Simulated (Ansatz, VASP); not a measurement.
**One calculation of HfC, two programs**

```
Hf C
1.0
     0.00000    2.20875    2.32500
     2.32500    0.00000    2.32500
     2.32500    2.20875    0.00000
Hf C
1 1
Cartesian
  2.3250 2.2088 2.3250
  0.0000 0.0000 0.0000
```

Change from the starting cell: strain -0.0500 x Voigt [0, 1, 0, 0, 0, 0], atoms carried along.

Alike in both runs: task single point; functional PBEsol; k mesh 18 × 18 × 18; occupations gaussian, width 0.15 eV; no spin polarisation.

|  | VASP | Ansatz |
| --- | --- | --- |
| version | VASP 6.6.1 | Ansatz 0.2.0 |
| potentials or method | VASP PAW PBE potentials, release 64 (Hf_pv, C), cutoff 520 eV | scalar-relativistic, plane waves, PAW |
| valence electrons in the cell | 14 | 30 |

```csv
,VASP,Ansatz,Ansatz less VASP
gap on the k mesh at the Fermi level (eV),none,none,-
pressure (GPa),7.2,7.4,+0.13
"traceless stress, the component that is largest in VASP (GPa)",17.91,17.56,-0.347
```

VASP's potentials were made for PBE, not for PBEsol. A gap of «none» marks a metal or a gap that the smearing closes. With one functional, cell and mesh, what is left measures potentials, basis and numerics. VASP's potentials hold 14 valence electrons a cell and Ansatz's 30, so a difference there can come from the potentials and not from the codes.

Neither program's run includes spin-orbit coupling.
